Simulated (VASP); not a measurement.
Write the native input for VASP 6.6.1 that does the following.

```
Task                   : single point
Functional             : PBEsol
Potentials or basis    : VASP PAW PBE potentials, release 64 (Ti_sv, C)
Cutoff                 : 520 eV
k mesh                 : 12 × 12 × 14
Occupations            : gaussian, width 0.1 eV
Spin                   : no spin polarisation
Dipole correction      : no
Further INCAR settings : ALGO = Normal; EDIFF = 1e-06; NBANDS = 15; ISYM = 0
```

The structure of TiC lies in POSCAR:

```
TiC
1.0
    2.9726300373     -0.0000000057      0.0002426780
   -1.4863150236      2.5743731369      0.0000000000
    1.4865225554      0.8582441975      2.5097370333
Ti C
1 1
Direct
    0.0000000000      0.0000000000      0.0000000000
    0.0000000000      0.5000000000      0.5000000000
```

The input as run:

INCAR

```
PREC     = Accurate       # precision mode
ENCUT    = 520            # plane-wave cutoff, eV
EDIFF    = 1E-6           # SCF threshold, eV
ISMEAR   = 0              # smearing method
SIGMA    = 0.1            # smearing width, eV
LREAL    = False          # projectors in reciprocal space
LASPH    = True           # aspherical terms in the spheres
NELM     = 100            # most SCF steps
ALGO     = Normal         # electronic algorithm
ISIF     = 2              # what is computed and relaxed
LWAVE    = False          # write WAVECAR
LCHARG   = False          # write CHGCAR
GGA      = PS             # functional
ISYM     = 0            
NBANDS   = 15             # bands
```

KPOINTS

```
Automatic mesh
0
Gamma
  12 12 14
```

Potentials or basis: VASP PAW PBE potentials, release 64 (Ti_sv, C).

Command:

```bash
$ cat potpaw_PBE.64/Ti_sv/POTCAR potpaw_PBE.64/C/POTCAR > POTCAR
$ mpirun -np 1 vasp_std > vasp.out
```

It gave:

```yaml
Pressure: 8.7 GPa
Band_gap_on_the_k_mesh: zero (bands 8 and 9 overlap by 1.13 eV)
```

Caveat: the stress differs along the axes, from 0 to 13 GPa; the PAW data sets were made with another functional, which shifts forces and pressure a little.

Wall time 4.3 min on 1 thread of Intel(R) Xeon(R) Platinum 8259CL CPU @ 2.50GHz (Skylake/Cascade Lake), on a shared host, peak memory 0.4 GiB.
